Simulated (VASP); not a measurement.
# AlRu (CsCl type) (Pm-3m) in VASP: further runs

The runs below take AlRu (CsCl type) through single point, with HSE06.

All numbers are computed with VASP 6.6.1; they aren't measurements. Logs are shortened: lines on timing, memory, paths and dates and some standing lists are left out, and cuts for length are marked.

### Step 1. The cell of the first run

Symmetry: Pm-3m, No. 221, cubic system. Conventional cell: a = 2.980 Å, b = 2.980 Å, c = 2.980 Å, α = 90.00°, β = 90.00°, γ = 90.00°. Ru (site symmetry m-3m) has 8 Al at 2.58 Å and 6 Ru at 2.98 Å within 3.4 Å. Al (site symmetry m-3m) has 8 Ru at 2.58 Å and 6 Al at 2.98 Å within 3.4 Å.

### Step 2. Single point, HSE06

POSCAR reads:

```
AlRu
1.0
    2.9798651651      0.0000000000      0.0000000000
    0.0000000000      2.9798651651      0.0000000000
    0.0000000000      0.0000000000      2.9798651651
Ru Al
1 1
Direct
    0.0000000000      0.0000000000      0.0000000000
    0.5000000000      0.5000000000      0.5000000000
```

INCAR.step1 reads:

```
SYSTEM = AlRu
ALGO = Normal ; EDIFF = 1E-5
ENCUT = 420 ; GGA = PE
GGA_COMPAT = .False. ; ISIF = 2
ISMEAR = -1 ; LASPH = .True.
LCHARG = .False. ; LREAL = .False.
LWAVE = .True. ; NBANDS = 16
NELM = 120 ; PREC = Accurate
SIGMA = 0.1
```

INCAR.step2 reads:

```
SYSTEM = AlRu
ALGO = Normal ; EDIFF = 1E-6
ENCUT = 420 ; GGA = PE
GGA_COMPAT = .False. ; HFSCREEN = 0.2079
ISIF = 2 ; ISMEAR = -1
ISTART = 1 ; LASPH = .True.
LCHARG = .False. ; LHFCALC = .True.
LREAL = .False. ; LWAVE = .False.
NBANDS = 16 ; NELM = 120
PREC = Accurate ; PRECFOCK = Normal
SIGMA = 0.1
```

KPOINTS reads:

```
k-points
0
Gamma
  4 4 4
  0 0 0
```

Potentials or basis: VASP PAW PBE potentials, release 64 (Ru_sv, Al).

Started as:

```
$ cat potpaw_PBE.64/Ru_sv/POTCAR potpaw_PBE.64/Al/POTCAR > POTCAR
$ cp INCAR.step1 INCAR
$ mpirun -np 1 vasp_std > vasp.out
$ cp INCAR.step2 INCAR
$ mpirun -np 1 vasp_std > vasp.out
```

OUTCAR:

```text
SYSTEM = AlRu
   EDIFF = 1E-6
   ENCUT = 420
   GGA = PE
   HFSCREEN = 0.2079
   ISIF = 2
   ISMEAR = -1
   ISTART = 1
   LASPH = .True.
   LHFCALC = .True.
   LREAL = .False.
   NELM = 120
   PREC = Accurate
   PRECFOCK = Normal

 ion  position               nearest neighbor table
   1  0.000  0.000  0.000-   2 2.58   2 2.58   2 2.58   2 2.58   2 2.58   2 2.58   2 2.58   2 2.58

   2  0.500  0.500  0.500-   1 2.58   1 2.58   1 2.58   1 2.58   1 2.58   1 2.58   1 2.58   1 2.58

  LATTYP: Found a simple cubic cell.
 ALAT       =     2.9798651651

  Lattice vectors:

 A1 = (   2.9798651651,   0.0000000000,   0.0000000000)
 A2 = (   0.0000000000,   2.9798651651,   0.0000000000)
 A3 = (   0.0000000000,   0.0000000000,   2.9798651651)

Analysis of symmetry for initial positions (statically):
=====================================================================
 Subroutine PRICEL returns:
 Original cell was already a primitive cell.

 Routine SETGRP: Setting up the symmetry group for a
 simple cubic supercell.

 Subroutine GETGRP returns: Found 48 space group operations
 (whereof 48 operations were pure point group operations)
 out of a pool of 48 trial point group operations.

The static configuration has the point symmetry O_h .

Analysis of symmetry for dynamics (positions and initial velocities):
=====================================================================
 Subroutine PRICEL returns:
 Original cell was already a primitive cell.

 Routine SETGRP: Setting up the symmetry group for a
 simple cubic supercell.

 Subroutine GETGRP returns: Found 48 space group operations
 (whereof 48 operations were pure point group operations)
 out of a pool of 48 trial point group operations.

The dynamic configuration has the point symmetry O_h .

 Subroutine INISYM returns: Found 48 space group operations
 (whereof 48 operations are pure point group operations),
 and found     1 'primitive' translations

----------------------------------------------------------------------------------------

                                     Primitive cell

  volume of cell :      26.4600

  direct lattice vectors                    reciprocal lattice vectors
     2.979865165  0.000000000  0.000000000     0.335585654  0.000000000  0.000000000
     0.000000000  2.979865165  0.000000000     0.000000000  0.335585654  0.000000000
     0.000000000  0.000000000  2.979865165     0.000000000  0.000000000  0.335585654

  length of vectors
     2.979865165  2.979865165  2.979865165     0.335585654  0.335585654  0.335585654

  position of ions in fractional coordinates (direct lattice)
     0.000000000  0.000000000  0.000000000
     0.500000000  0.500000000  0.500000000

  ion indices of the primitive-cell ions
   primitive index   ion index
                 1           1
                 2           2

----------------------------------------------------------------------------------------

 KPOINTS: k-points

Automatic generation of k-mesh.
 Grid dimensions read from file:
 generate k-points for:    4    4    4

 Generating k-lattice:

  Cartesian coordinates                     Fractional coordinates (reciprocal lattice)
     0.083896413  0.000000000  0.000000000     0.250000000  0.000000000  0.000000000
     0.000000000  0.083896413  0.000000000     0.000000000  0.250000000  0.000000000
     0.000000000  0.000000000  0.083896413     0.000000000  0.000000000  0.250000000

  Length of vectors
     0.083896413  0.083896413  0.083896413

  Shift w.r.t. Gamma in fractional coordinates (k-lattice)
     0.000000000  0.000000000  0.000000000

 Subroutine IBZKPT returns following result:
 ===========================================

 Found     10 irreducible k-points:

 Following reciprocal coordinates:
            Coordinates               Weight
  0.000000  0.000000  0.000000      1.000000
  0.250000  0.000000  0.000000      6.000000
  0.500000  0.000000  0.000000      3.000000
  0.250000  0.250000  0.000000     12.000000
  0.500000  0.250000  0.000000     12.000000
  0.500000  0.500000  0.000000      3.000000
  0.250000  0.250000  0.250000      8.000000
  0.500000  0.250000  0.250000     12.000000
  0.500000  0.500000  0.250000      6.000000
  0.500000  0.500000  0.500000      1.000000
   k-points           NKPTS =     10   k-points in BZ     NKDIM =     64   number of bands    NBANDS=     16
   number of dos      NEDOS =    301   number of ions     NIONS =      2
   total plane-waves  NPLWV =   8000
   dimension x,y,z NGX =    20 NGY =   20 NGZ =   20
   dimension x,y,z NGXF=    40 NGYF=   40 NGZF=   40
   ions per type =               1   1
   NGX,Y,Z   is equivalent  to a cutoff of  11.16, 11.16, 11.16 a.u.
   NGXF,Y,Z  is equivalent  to a cutoff of  22.32, 22.32, 22.32 a.u.
 SYSTEM =  AlRu
   PREC   = accura    normal or accurate (medium, high low for compatibility)
   ISTART =      1    job   : 0-new  1-cont  2-samecut
   ICHARG =      0    charge: 1-file 2-atom 10-const
   ISPIN  =      1    spin polarized calculation?
   LNONCOLLINEAR =      F non collinear calculations
   LSORBIT =      F    spin-orbit coupling
   LASPH  =      T    aspherical Exc in radial PAW
   ENCUT  =  420.0 eV  30.87 Ry    5.56 a.u.   4.98  4.98  4.98*2*pi/ulx,y,z
   NELM   =    120;   NELMIN=  2; NELMDL=  0     # of ELM steps
   EDIFF  = 0.1E-05   stopping-criterion for ELM
   LREAL  =      F    real-space projection
   EDIFFG = 0.1E-04   stopping-criterion for IOM
   NSW    =      0    number of steps for IOM
   IBRION =     -1    ionic relax: 0-MD 1-quasi-New 2-CG
   NFREE  =      0    steps in history (QN), initial steepest desc. (CG)
   ISIF   =      2    stress and relaxation
   ISYM   =      3    0-nonsym 1-usesym 2-fastsym
   POTIM  = 0.5000    time-step for ionic-motion
   TEBEG  =    0.0;   TEEND  =   0.0 temperature during run
   PSTRESS=    0.0 pullay stress
   NELECT =      19.0000    total number of electrons
   NUPDOWN=      -1.0000    fix difference up-down
   EMIN   =  10.00;   EMAX   =-10.00  energy-range for DOS
   EFERMI =   0.00;   METHOD = LEGACY
   ISMEAR =    -1;   SIGMA  =   0.10  broadening in eV -4-tet -1-fermi 0-gaus
   EFERMI_NEDOS =   21; number of points for ismear=-14 and -15
   IALGO  =     38    algorithm
   IMIX   =      1    mixing-type and parameters
     AMIX     =   0.40;   BMIX     =  1.00
     AMIX_MAG =   1.60;   BMIX_MAG =  1.00
  volume/ion in A,a.u.               =      13.23        89.28
  Fermi-wavevector in a.u.,A,eV,Ry     =   1.465985  2.770309 29.240430  2.149111
  Thomas-Fermi vector in A             =   2.581776
   LORBIT       =      0    0 simple, 1 ext, 2 COOP (PROOUT), +10 PAW based schemes
   GGA     = PE    functional components
   LHFCALC =     T    Hartree Fock is set to
   PRECFOCK=normal    Normal, Fast or Accurate (Low or Medium for compatibility)
   ENCUT4O =  -1.0   cutoff for four orbital integrals eV
   NKREDX  =     1    reduce k-point grid by
   NKREDY  =     1    reduce k-point grid by
   NKREDZ  =     1    reduce k-point grid by
   AEXX    =    0.2500 exact exchange contribution
   HFSCREEN=    0.2079 screening length (either q_TF or 0.3 A-1)
   HFSCREENC=   0.2079 screening length for correlation (either q_TF or 0.3 A-1)
   ENCUTFOCK=  -1.0 apply spherical cutoff to Coloumb kernel
   IVDW    =     0    specifies the selected vdW correction
   LEPSILON=     F    determine dielectric tensor
   LRPA    =     F    only Hartree local field effects (RPA)
 non-spin polarized calculation
  energy-cutoff  :      420.00
  volume of cell :       26.46
 maximum number of plane-waves:       552
 NGX is ok and might be reduce to    20
  NGX = 16; NGY = 16; NGZ = 16

 number of electron      19.0000005 magnetization

 Free energy of the ion-electron system (eV)
  ---------------------------------------------------
  ext. energy  EPLUGINS =         0.00000000
  ---------------------------------------------------
  free energy    TOTEN  =       -17.00887042 eV

  energy without entropy =      -16.98832367  energy(sigma->0) =      -16.99859705

 E-fermi :  11.8590     XC(G=0): -10.3467

 val. band max:       11.8125562552   @ k =   0.2500   0.0000   0.0000
 cond. band min:      11.9949648031   @ k =   0.5000   0.0000   0.0000
 fundamental gap:      0.1824085479
 Fermi energy:        11.8589872515

 k-point     1 :       0.0000    0.0000    0.0000
  band No.  band energies     occupation
      1     -64.2145      2.00000
      2     -32.7634      2.00000
      3     -32.7634      2.00000
      4     -32.7634      2.00000
      5       0.8600      2.00000
      6       7.6259      2.00000
[... 8 lines left out ...]
     15      24.1123      0.00000
     16      28.4870      0.00000

 k-point     2 :       0.2500    0.0000    0.0000
  band No.  band energies     occupation
      1     -64.2048      2.00000
      2     -32.9002      2.00000
      3     -32.7535      2.00000
      4     -32.7535      2.00000
      5       2.1678      2.00000
      6       7.7612      2.00000
[... 8 lines left out ...]
     15      25.9686      0.00000
     16      29.7648      0.00000

 k-point     3 :       0.5000    0.0000    0.0000
  band No.  band energies     occupation
      1     -64.1946      2.00000
      2     -33.0358      2.00000
      3     -32.7437      2.00000
      4     -32.7437      2.00000
      5       5.1352      2.00000
      6       5.6283      2.00000
[... 8 lines left out ...]
     15      25.9619      0.00000
     16      25.9619      0.00000

 k-point     4 :       0.2500    0.2500    0.0000
  band No.  band energies     occupation
      1     -64.1949      2.00000
      2     -32.8902      2.00000
      3     -32.8864      2.00000
      4     -32.7428      2.00000
      5       3.2928      2.00000
      6       7.7388      2.00000
[... 8 lines left out ...]
     15      27.0809      0.00000
     16      28.6939      0.00000
[... 58 lines left out ...]
 k-point     8 :       0.5000    0.2500    0.2500
  band No.  band energies     occupation
      1     -64.1748      2.00000
      2     -33.0108      2.00000
      3     -32.8665      2.00000
      4     -32.8631      2.00000
      5       5.4328      2.00000
      6       7.2695      2.00000
[... 8 lines left out ...]
     15      22.2933      0.00000
     16      26.3136      0.00000

 k-point     9 :       0.5000    0.5000    0.2500
  band No.  band energies     occupation
      1     -64.1649      2.00000
      2     -32.9980      2.00000
      3     -32.9980      2.00000
      4     -32.8536      2.00000
      5       5.3815      2.00000
      6       7.2988      2.00000
[... 8 lines left out ...]
     15      24.2248      0.00000
     16      24.2248      0.00000

 k-point    10 :       0.5000    0.5000    0.5000
  band No.  band energies     occupation
      1     -64.1554      2.00000
      2     -32.9859      2.00000
      3     -32.9859      2.00000
      4     -32.9859      2.00000
      5       6.2320      2.00000
      6       6.2320      2.00000
[... 8 lines left out ...]
     15      21.4597      0.00000
     16      21.4597      0.00000

------------------------ aborting loop because EDIFF is reached ----------------------------------------

  FORCE on cell =-STRESS in cart. coord.  units (eV):
  Direction    XX          YY          ZZ          XY          YZ          ZX
  --------------------------------------------------------------------------------------
  -------------------------------------------------------------------------------------
  Total       -0.9455715     -0.9455715     -0.9455715     -0.0000000      0.0000000     -0.0000000
  in kB      -57.2552233    -57.2552233    -57.2552233     -0.0000000      0.0000000     -0.0000000
  external PRESSURE =     -57.2552233 kB  Pullay stress =       0.0000000 kB

 VOLUME and BASIS-vectors are now :
 -----------------------------------------------------------------------------
  energy-cutoff  :      420.00
  volume of cell :       26.46
      direct lattice vectors                 reciprocal lattice vectors
     2.979865165  0.000000000  0.000000000     0.335585654  0.000000000  0.000000000
     0.000000000  2.979865165  0.000000000     0.000000000  0.335585654  0.000000000
     0.000000000  0.000000000  2.979865165     0.000000000  0.000000000  0.335585654

 POSITION                                       TOTAL-FORCE (eV/Angst)
 -----------------------------------------------------------------------------------
      0.00000      0.00000      0.00000         0.000000      0.000000      0.000000
      1.48993      1.48993      1.48993         0.000000      0.000000      0.000000
 -----------------------------------------------------------------------------------
    total drift:                                0.000000      0.000000      0.000000

  FREE ENERGIE OF THE ION-ELECTRON SYSTEM (eV)
  ---------------------------------------------------
  free  energy   TOTEN  =       -17.0088704232 eV

  energy  without entropy=      -16.9883236710  energy(sigma->0) =      -16.99859705
```

It took 2.8 min on 1 thread of Intel Xeon Platinum 8259CL at 2.50GHz (Skylake/Cascade Lake), shared host; peak memory 0.22 GiB.

Results:

| Item | Value |
| --- | --- |
| Free energy | -17.0089 eV |
| Pressure | -5.7 GPa |
| Band gap on the k mesh | zero (an odd number of electrons rules out a gap without spin polarisation) |

Caveat: the k points lie up to 0.53 Å⁻¹ apart, too coarse for converged energies and pressures of a metal; the PAW data sets were made with another functional, which shifts forces and pressure a little.

(Continued in part 2 of 2.)

The gap in the log of VASP goes by the Fermi energy; the results here count the filled bands.